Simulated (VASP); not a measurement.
Here is a VASP 6.6.1 calculation.

INCAR

```
SYSTEM = AlGa2As3
ALGO = Normal
EDIFF = 1E-6
ENCUT = 520
GGA = PE
ISIF = 2
ISMEAR = -1
LASPH = .True.
LCHARG = .False.
LREAL = .False.
LWAVE = .False.
NBANDS = 31
NELM = 80
PREC = Accurate
SIGMA = 0.02
```

KPOINTS

```
k-points
0
Gamma
  12 12 4
  0 0 0
```

The input POSCAR:

```
AlGa2As3
1.0
    4.0120516032      0.0000000000      0.0000000000
   -2.0060258016      3.4745386096      0.0000000000
    0.0000000000      0.0000000000      9.8113434794
Al Ga As
1 2 3
Direct
    0.0000000000      0.0000000000     -0.0006297212
    0.6666666667      0.3333333333      0.6665133694
    0.3333333333      0.6666666667      0.3337345274
    0.6666666667      0.3333333333      0.9170552830
    0.3333333333      0.6666666667      0.5834318756
    0.0000000000      0.0000000000      0.2498946656
```

Potentials or basis: VASP PAW PBE potentials, release 64 (Al, Ga_d, As).

Command:

```bash
$ cat potpaw_PBE.64/Al/POTCAR potpaw_PBE.64/Ga_d/POTCAR potpaw_PBE.64/As/POTCAR > POTCAR
$ mpirun -np 1 vasp_std > vasp.out
```

Question: What does it give for the largest force?

Answer: 0.051 eV/Å.

Question: Estimate the band gap on the k mesh.

Answer: 0.78 eV.

Question: Estimate the pressure.

Answer: 2.7 GPa.

Forces on the atoms (eV/Å):
```
Al   0.000  0.000  0.016
Ga   0.000  0.000 -0.001
Ga   0.000  0.000 -0.021
As   0.000  0.000  0.050
As   0.000  0.000  0.007
As   0.000  0.000 -0.051
```

A k mesh can miss the band edges.
